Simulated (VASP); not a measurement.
# Cs9Sn8I23 (a cell with a defect) in VASP: a series of runs

The runs below take Cs9Sn8I23 (a cell with a defect) through single point, with PBEsol, r2SCAN.

Everything below comes from runs of VASP 6.6.1. Logs are shortened: lines on timing, memory, paths and dates and some standing lists are left out, and cuts for length are marked.

## 1. The cell of the first run

The cell holds a defect, 40 atoms: a = 12.314 Å, b = 12.314 Å, c = 12.314 Å, α = 90.00°, β = 90.00°, γ = 90.00°.

## 2. Single point, PBEsol

Contents of INCAR:

```
SYSTEM = Cs9Sn8I23
ALGO = Normal
EDIFF = 1E-6
ENCUT = 400
GGA = PS
GGA_COMPAT = .False.
ISIF = 2
ISMEAR = -1
ISYM = -1
LASPH = .True.
LCHARG = .False.
LREAL = Auto
LWAVE = .False.
NBANDS = 203
NELM = 120
PREC = Accurate
SIGMA = 0.05
```

Contents of KPOINTS:

```
explicit points
1
Reciprocal
  0.25000000   0.25000000   0.25000000 1
```

Contents of POSCAR:

```
Cs9Sn8I23
1.0
   12.3144620000      0.0000000000      0.0000000000
    0.0000000000     12.3144620000      0.0000000000
    0.0000000000      0.0000000000     12.3144620000
Cs Sn I
9 8 23
Direct
    0.0224420000      0.0344050000      0.0012840000
    0.9639690000      0.9873630000      0.5090000000
    0.0122770000      0.5219380000      0.9538140000
    0.9870290000      0.4689890000      0.4944450000
    0.4894020000      0.0675830000      0.0043150000
    0.5594790000      0.9144650000      0.5029010000
    0.4889140000      0.5040070000      0.0122340000
    0.5246210000      0.4966750000      0.4943110000
    0.3528430000      0.1407570000      0.4954300000
    0.2308410000      0.2727330000      0.2478320000
    0.2344960000      0.2787670000      0.7400830000
    0.2517240000      0.7641510000      0.2488630000
    0.2520290000      0.7707020000      0.7483030000
    0.7422630000      0.2402220000      0.2542150000
    0.7367190000      0.2448810000      0.7525000000
    0.7565340000      0.7388350000      0.2471190000
    0.7523730000      0.7416690000      0.7563480000
    0.2236270000      0.2908530000      0.9957300000
    0.2617790000      0.7245040000      0.9993000000
    0.2513020000      0.8309980000      0.4995260000
    0.7582040000      0.2505130000      0.0030310000
    0.6967570000      0.2138900000      0.5036300000
    0.7421480000      0.7095660000      0.0010740000
    0.7862840000      0.7299280000      0.5013270000
    0.9876710000      0.2230120000      0.2972870000
    0.9859980000      0.2285160000      0.7353900000
    0.0037480000      0.7824870000      0.2360030000
    0.0019460000      0.7905690000      0.7707190000
    0.4870510000      0.2808210000      0.2448540000
    0.4868530000      0.2924400000      0.7638000000
    0.5050770000      0.7226190000      0.2666900000
    0.5034580000      0.7156140000      0.7337310000
    0.2626230000      0.0186530000      0.2179800000
    0.2715860000      0.0201610000      0.7818010000
    0.2305280000      0.5191760000      0.2968360000
    0.2161590000      0.5240710000      0.6991100000
    0.7233820000      0.9879420000      0.2406790000
    0.7199310000      0.9905770000      0.7623180000
    0.7648600000      0.4874480000      0.2668390000
    0.7728180000      0.4904760000      0.7314670000
```

Potentials or basis: VASP PAW PBE potentials, release 64 (Cs_sv, Sn_d, I).

The run is started by

```
$ cat potpaw_PBE.64/Cs_sv/POTCAR potpaw_PBE.64/Sn_d/POTCAR potpaw_PBE.64/I/POTCAR > POTCAR
$ mpirun -np 1 vasp_std > vasp.out
```

OUTCAR:

```text
SYSTEM = Cs9Sn8I23
   EDIFF = 1E-6
   ENCUT = 400
   GGA = PS
   ISIF = 2
   ISMEAR = -1
   ISYM = -1
   LASPH = .True.
   LREAL = Auto
   NELM = 120
   PREC = Accurate

 ion  position               nearest neighbor table
   1  0.022  0.034  0.001-
   2  0.964  0.987  0.509-
   3  0.012  0.522  0.954-
   4  0.987  0.469  0.494-
   5  0.489  0.068  0.004-
   6  0.559  0.914  0.503-
   7  0.489  0.504  0.012-
   8  0.525  0.497  0.494-
   9  0.353  0.141  0.495-
  10  0.231  0.273  0.248-  35 3.09  18 3.11  25 3.12  29 3.16  33 3.17
  11  0.234  0.279  0.740-  36 3.07  26 3.12  30 3.13  18 3.15  34 3.26
  12  0.252  0.764  0.249-  27 3.07  35 3.09  19 3.11  33 3.16  31 3.17  20 3.19
  13  0.252  0.771  0.748-  28 3.10  34 3.11  36 3.13  19 3.15  20 3.15  32 3.17
  14  0.742  0.240  0.254-  39 3.06  25 3.08  21 3.10  37 3.12  22 3.14  29 3.18
  15  0.737  0.245  0.752-  40 3.07  26 3.08  21 3.10  22 3.13  30 3.14  38 3.14
  16  0.757  0.739  0.247-  23 3.06  27 3.09  37 3.10  39 3.11  31 3.11  24 3.15
  17  0.752  0.742  0.756-  23 3.04  38 3.09  32 3.09  40 3.12  28 3.14  24 3.17
  18  0.224  0.291  0.996-  10 3.11  11 3.15
  19  0.262  0.725  0.999-  12 3.11  13 3.15
  20  0.251  0.831  0.500-  13 3.15  12 3.19
  21  0.758  0.251  0.003-  15 3.10  14 3.10
  22  0.697  0.214  0.504-  15 3.13  14 3.14
  23  0.742  0.710  0.001-  17 3.04  16 3.06
[... 15 lines left out ...]
  39  0.765  0.487  0.267-  14 3.06  16 3.11
  40  0.773  0.490  0.731-  15 3.07  17 3.12

IMPORTANT INFORMATION: All symmetrisations will be switched off!
NOSYMM: (Re-)initialisation of all symmetry stuff for point group C_1.

----------------------------------------------------------------------------------------

                                     Primitive cell

  volume of cell :    1867.4386

  direct lattice vectors                    reciprocal lattice vectors
    12.314462000  0.000000000  0.000000000     0.081205334  0.000000000  0.000000000
     0.000000000 12.314462000  0.000000000     0.000000000  0.081205334  0.000000000
     0.000000000  0.000000000 12.314462000     0.000000000  0.000000000  0.081205334

  length of vectors
    12.314462000 12.314462000 12.314462000     0.081205334  0.081205334  0.081205334

  position of ions in fractional coordinates (direct lattice)
     0.022442000  0.034405000  0.001284000
     0.963969000  0.987363000  0.509000000
     0.012277000  0.521938000  0.953814000
     0.987029000  0.468989000  0.494445000
     0.489402000  0.067583000  0.004315000
     0.559479000  0.914465000  0.502901000
[... 32 lines left out ...]
     0.764860000  0.487448000  0.266839000
[... 79 lines left out ...]
   NFREE  =      0    steps in history (QN), initial steepest desc. (CG)
   ISIF   =      2    stress and relaxation
   ISYM   =     -1    0-nonsym 1-usesym 2-fastsym
   POTIM  = 0.5000    time-step for ionic-motion
   TEBEG  =    0.0;   TEEND  =   0.0 temperature during run
   PSTRESS=    0.0 pullay stress
   NELECT =     354.0000    total number of electrons
   NUPDOWN=      -1.0000    fix difference up-down
   EMIN   =  10.00;   EMAX   =-10.00  energy-range for DOS
   EFERMI =   0.00;   METHOD = LEGACY
   ISMEAR =    -1;   SIGMA  =   0.05  broadening in eV -4-tet -1-fermi 0-gaus
   EFERMI_NEDOS =   21; number of points for ismear=-14 and -15
   IALGO  =     38    algorithm
   IMIX   =      4    mixing-type and parameters
     AMIX     =   0.40;   BMIX     =  1.00
     AMIX_MAG =   1.60;   BMIX_MAG =  1.00
  volume/ion in A,a.u.               =      46.69       315.05
  Fermi-wavevector in a.u.,A,eV,Ry     =   0.940431  1.777158 12.033146  0.884411
  Thomas-Fermi vector in A             =   2.067843
   LORBIT       =      0    0 simple, 1 ext, 2 COOP (PROOUT), +10 PAW based schemes
   GGA     = PS    functional components
   LHFCALC =     F    Hartree Fock is set to
   AEXX    =    0.0000 exact exchange contribution
   IVDW    =     0    specifies the selected vdW correction
   LEPSILON=     F    determine dielectric tensor
   LRPA    =     F    only Hartree local field effects (RPA)
 non-spin polarized calculation
  energy-cutoff  :      400.00
  volume of cell :     1867.44
 maximum number of plane-waves:     33935
 NGX is ok and might be reduce to    80
   NGX = 41   NGY = 41   NGZ = 41

 number of electron     353.9999956 magnetization

 Free energy of the ion-electron system (eV)
  ---------------------------------------------------
  ext. energy  EPLUGINS =         0.00000000
  ---------------------------------------------------
  free energy    TOTEN  =      -119.32416297 eV

  energy without entropy =     -119.30186718  energy(sigma->0) =     -119.31301508

 E-fermi :   3.7103     XC(G=0):  -7.7905

 val. band max:        3.5210000764   @ k =   0.2500   0.2500   0.2500
 cond. band min:       3.9070967448   @ k =   0.2500   0.2500   0.2500
 fundamental gap:      0.3860966684
 Fermi energy:         3.7102589497

 k-point     1 :       0.2500    0.2500    0.2500
  band No.  band energies     occupation
      1     -19.4335      2.00000
      2     -19.3414      2.00000
      3     -19.2950      2.00000
      4     -19.2833      2.00000
      5     -19.2020      2.00000
      6     -19.1939      2.00000
[... 181 lines left out ...]
    188       4.5765      0.00000
    189       4.8954      0.00000
 [bands above 189 left out]

------------------------ aborting loop because EDIFF is reached ----------------------------------------

  FORCE on cell =-STRESS in cart. coord.  units (eV):
  Direction    XX          YY          ZZ          XY          YZ          ZX
  --------------------------------------------------------------------------------------
  -------------------------------------------------------------------------------------
  Total       -2.8201136     -2.5302384     -3.1461231     -1.6319466     -0.3177863     -0.2175487
  in kB       -2.4195291     -2.1708294     -2.6992304     -1.4001359     -0.2726462     -0.1866468
  external PRESSURE =      -2.4298630 kB  Pullay stress =       0.0000000 kB

 VOLUME and BASIS-vectors are now :
 -----------------------------------------------------------------------------
  energy-cutoff  :      400.00
  volume of cell :     1867.44
      direct lattice vectors                 reciprocal lattice vectors
    12.314462000  0.000000000  0.000000000     0.081205334  0.000000000  0.000000000
     0.000000000 12.314462000  0.000000000     0.000000000  0.081205334  0.000000000
     0.000000000  0.000000000 12.314462000     0.000000000  0.000000000  0.081205334

 POSITION                                       TOTAL-FORCE (eV/Angst)
 -----------------------------------------------------------------------------------
      0.27636      0.42368      0.01581         0.002309     -0.002450      0.007673
     11.87076     12.15884      6.26806        -0.002250     -0.000458      0.003520
      0.15118      6.42739     11.74571        -0.015945     -0.000739      0.021111
     12.15473      5.77535      6.08882        -0.005329      0.000284      0.000590
      6.02672      0.83225      0.05314         0.005180     -0.001362     -0.005435
      6.88968     11.26114      6.19296        -0.000817     -0.002282     -0.007349
[... 32 lines left out ...]
      9.41884      6.00266      3.28598         0.003721      0.002619      0.001262
      9.51684      6.03995      9.00762        -0.003194      0.001238      0.000464
 -----------------------------------------------------------------------------------
    total drift:                               -0.002864      0.001213      0.003066

  FREE ENERGIE OF THE ION-ELECTRON SYSTEM (eV)
  ---------------------------------------------------
  free  energy   TOTEN  =      -119.3241629692 eV

  energy  without entropy=     -119.3018671834  energy(sigma->0) =     -119.31301508
```

OSZICAR:

```text
N       E                     dE             d eps       ncg     rms          rms(c)
DAV:   1     0.297255797098E+04    0.29726E+04   -0.12341E+05   454   0.131E+03
DAV:   2     0.326645089458E+03   -0.26459E+04   -0.25737E+04   486   0.304E+02
DAV:   3    -0.955675178977E+02   -0.42221E+03   -0.41831E+03   473   0.148E+02
DAV:   4    -0.119928040733E+03   -0.24361E+02   -0.24241E+02   452   0.414E+01
DAV:   5    -0.121034145040E+03   -0.11061E+01   -0.11054E+01   524   0.846E+00    0.136E+01
DAV:   6    -0.119412123637E+03    0.16220E+01   -0.28653E+00   524   0.394E+00    0.874E+00
DAV:   7    -0.119345201952E+03    0.66922E-01   -0.30719E+00   508   0.317E+00    0.210E+00
DAV:   8    -0.119309570406E+03    0.35632E-01   -0.69649E-01   484   0.203E+00    0.154E+00
DAV:   9    -0.119316454691E+03   -0.68843E-02   -0.58631E-02   460   0.563E-01    0.798E-01
DAV:  10    -0.119321661146E+03   -0.52065E-02   -0.16140E-02   484   0.294E-01    0.215E-01
DAV:  11    -0.119323170355E+03   -0.15092E-02   -0.48212E-03   500   0.164E-01    0.236E-01
DAV:  12    -0.119323266880E+03   -0.96525E-04   -0.80914E-04   524   0.604E-02    0.865E-02
DAV:  13    -0.119324010334E+03   -0.74345E-03   -0.91099E-04   436   0.564E-02    0.561E-02
DAV:  14    -0.119324127367E+03   -0.11703E-03   -0.24931E-04   436   0.312E-02    0.490E-02
DAV:  15    -0.119324149667E+03   -0.22300E-04   -0.42836E-05   460   0.147E-02    0.160E-02
DAV:  16    -0.119324166167E+03   -0.16500E-04   -0.39295E-05   404   0.964E-03    0.342E-02
DAV:  17    -0.119324162768E+03    0.33994E-05   -0.56089E-06   364   0.556E-03    0.101E-02
DAV:  18    -0.119324162969E+03   -0.20133E-06   -0.27866E-06   340   0.274E-03
   1 F= -.11932416E+03 E0= -.11931302E+03  d E =-.222958E-01
```

stdout:

```text
POSCAR found type information on POSCAR CsSnI
 POSCAR found :  3 types and      40 ions
 scaLAPACK will be used
 -----------------------------------------------------------------------------
|                                                                             |
|                                                                             |
|     You enforced a specific xc type in the INCAR file but a different       |
|     I HOPE YOU KNOW WHAT YOU ARE DOING!                                     |
|                                                                             |
 -----------------------------------------------------------------------------

 LDA part: xc-table for (Slater+PW92), standard interpolation
 POSCAR, INCAR and KPOINTS ok, starting setup
 FFT: planning ... GRIDC
 FFT: planning ... GRID_SOFT
 FFT: planning ... GRID
 WAVECAR not read
 entering main loop
```

Wall time 4.6 min (1 thread of Intel Xeon 6975P-C (Granite Rapids), shared host); peak memory 1 GiB.

What came out:

| Property | Result |
| --- | --- |
| Free energy | -119.3242 eV |
| Pressure | -0.2 GPa |
| Largest force | 0.030 eV/Å |

Forces in eV/Å, atoms in the order of the input:
```
Cs   0.002 -0.002  0.008
Cs  -0.002  0.000  0.004
Cs  -0.016 -0.001  0.021
Cs  -0.005  0.000  0.001
Cs   0.005 -0.001 -0.005
Cs  -0.001 -0.002 -0.007
Cs   0.007  0.002  0.002
Cs   0.011  0.015  0.012
Cs   0.003  0.004  0.006
Sn   0.015  0.005 -0.007
Sn  -0.011 -0.008  0.010
Sn  -0.004  0.005 -0.002
Sn  -0.004  0.000  0.004
Sn  -0.023  0.000 -0.003
Sn  -0.003 -0.015 -0.010
Sn  -0.004  0.000  0.005
Sn   0.006  0.006 -0.001
I    0.002 -0.007  0.000
I   -0.010  0.001  0.002
I   -0.003 -0.001 -0.007
I    0.001  0.004  0.002
I    0.001 -0.001  0.004
I    0.006  0.001 -0.002
I    0.011 -0.011 -0.006
I    0.004 -0.006 -0.004
I    0.025  0.011 -0.012
I    0.007  0.003  0.000
I    0.006  0.001 -0.003
I   -0.003 -0.004 -0.003
I   -0.006 -0.001 -0.002
I   -0.002 -0.004 -0.008
I   -0.010  0.000 -0.001
I   -0.002 -0.006  0.001
I   -0.002 -0.002  0.000
I   -0.009  0.000 -0.004
I    0.006  0.001  0.005
I    0.000  0.007 -0.001
I    0.001  0.005  0.001
I    0.004  0.003  0.001
I   -0.003  0.001  0.000
```

Caveat: the PAW data sets were made with another functional, which shifts forces and pressure a little; spin-orbit coupling is left out, which moves the levels of the heavy elements.

## 3. Single point, PBEsol

Contents of INCAR:

```
  PREC = Accurate
  ENCUT = 400
  EDIFF = 1E-6
  ISMEAR = -1
  SIGMA = 0.05
  LREAL = Auto
  LASPH = True
  NELM = 120
  ALGO = Normal
  ISIF = 2
  LWAVE = False
  LCHARG = False
  GGA = PS
  NELECT = 356.0
  ISYM = -1
  NBANDS = 203
  GGA_COMPAT = False
```

KPOINTS is that of step 2.

Contents of POSCAR:

```
Cs9Sn8I23
1.0
   12.3144620000      0.0000000000      0.0000000000
    0.0000000000     12.3144620000      0.0000000000
    0.0000000000      0.0000000000     12.3144620000
Cs Sn I
9 8 23
Direct
    0.9946600000      0.9267330000      0.0003530000
    0.0079090000      0.0883440000      0.4995210000
    0.9560510000      0.4592770000      0.0077810000
    0.0152280000      0.5128040000      0.5141110000
    0.4455920000      0.0219930000      0.9976620000
    0.6464270000      0.0007310000      0.4958740000
    0.4745890000      0.4952470000      0.9908590000
    0.5330750000      0.5444270000      0.4954090000
    0.3417570000      0.0277040000      0.4988700000
    0.2452320000      0.2585950000      0.2677190000
    0.2445260000      0.2614310000      0.7350160000
    0.2416060000      0.7536220000      0.2534970000
    0.2391940000      0.7543840000      0.7437140000
    0.7394390000      0.2562680000      0.2515580000
    0.7366570000      0.2525210000      0.7519830000
    0.7461520000      0.7598610000      0.2471300000
    0.7467620000      0.7587270000      0.7556380000
    0.2524750000      0.2731060000      0.0001240000
    0.2744520000      0.7473840000      0.9995800000
    0.1669670000      0.7834500000      0.5000060000
    0.7065690000      0.2452970000      0.0005640000
    0.7462580000      0.2942770000      0.5028940000
    0.6958010000      0.8012260000      0.0008580000
    0.7871040000      0.7362100000      0.5046920000
    0.9957370000      0.3021330000      0.2734840000
    0.9951320000      0.2940110000      0.7440650000
    0.9904780000      0.6939220000      0.2212070000
    0.9954220000      0.6871500000      0.8001290000
    0.4978960000      0.1851640000      0.2801920000
    0.4966960000      0.1816930000      0.7176100000
    0.4901550000      0.8019150000      0.3101070000
    0.4922660000      0.7984250000      0.7014940000
    0.2006060000      0.0054760000      0.2278440000
    0.2018180000      0.0063570000      0.7715730000
    0.3026560000      0.5082390000      0.2731790000
    0.2959940000      0.5094340000      0.7010330000
    0.8206670000      0.0080960000      0.2493500000
    0.8255100000      0.0026070000      0.7372500000
    0.7054220000      0.5087150000      0.2180700000
    0.7108060000      0.5060190000      0.7701250000
```

Potentials or basis: VASP PAW PBE potentials, release 64 (Cs_sv, Sn_d, I).

The run is started by

```
$ cat potpaw_PBE.64/Cs_sv/POTCAR potpaw_PBE.64/Sn_d/POTCAR potpaw_PBE.64/I/POTCAR > POTCAR
$ mpirun -np 1 vasp_std > vasp.out
```

It took 5.1 min on 1 thread of Intel Xeon 6975P-C (Granite Rapids), shared host; peak memory 1 GiB.

It converged, with:

```yaml
Free_energy: -111.8547 eV
Largest_force: 0.011 eV/Å
```

Forces in eV/Å, atoms in the order of the input:
```
Cs  -0.001  0.001 -0.002
Cs   0.001 -0.004  0.000
Cs  -0.001  0.000  0.000
Cs   0.002 -0.002  0.000
Cs  -0.001 -0.003  0.002
Cs  -0.004  0.004  0.003
Cs   0.001 -0.001 -0.001
Cs   0.000  0.000 -0.001
Cs  -0.001 -0.001  0.001
Sn   0.004  0.000 -0.005
Sn   0.001 -0.001  0.002
Sn  -0.001 -0.005  0.003
Sn   0.000  0.000  0.001
Sn   0.006  0.000 -0.009
Sn   0.005 -0.007  0.001
Sn  -0.005 -0.005 -0.002
Sn   0.003 -0.003  0.004
I    0.000  0.000  0.003
I    0.001 -0.006  0.001
I   -0.003  0.003  0.001
I   -0.004  0.001  0.002
I    0.004  0.007 -0.008
I   -0.005 -0.003  0.005
I    0.005 -0.004 -0.005
I   -0.001 -0.001  0.000
I   -0.005 -0.002  0.003
I    0.003  0.001 -0.005
I   -0.006  0.004 -0.003
I   -0.005  0.007  0.003
I    0.002  0.006  0.003
I    0.008  0.004 -0.006
I    0.007  0.005 -0.001
I    0.000  0.007 -0.002
I   -0.002  0.000 -0.003
I    0.001 -0.007  0.000
I   -0.002 -0.004  0.001
I    0.002  0.004  0.003
I   -0.002  0.010  0.005
I   -0.003 -0.005  0.004
I   -0.003  0.001  0.003
```

Levels at points of the mesh, in eV from the Fermi level:
| k point | band 175 | band 176 | band 177 | band 178 | band 179 | band 180 | band 181 | band 182 |
| --- | --- | --- | --- | --- | --- | --- | --- | --- |
| (0.25, 0.25, 0.25) | -2.43 | -2.15 | -0.42 | -0.12 | 0.14 | 0.18 | 0.31 | 0.34 |

Caveat: the cell carries a net charge on a neutralising background, which shifts energy and pressure; the cell is charged against a uniform background, so pressure and absolute levels hang on convention; the PAW data sets were made with another functional, which shifts forces and pressure a little; spin-orbit coupling is left out, which moves the levels of the heavy elements.

(Continued in part 2 of 2.)
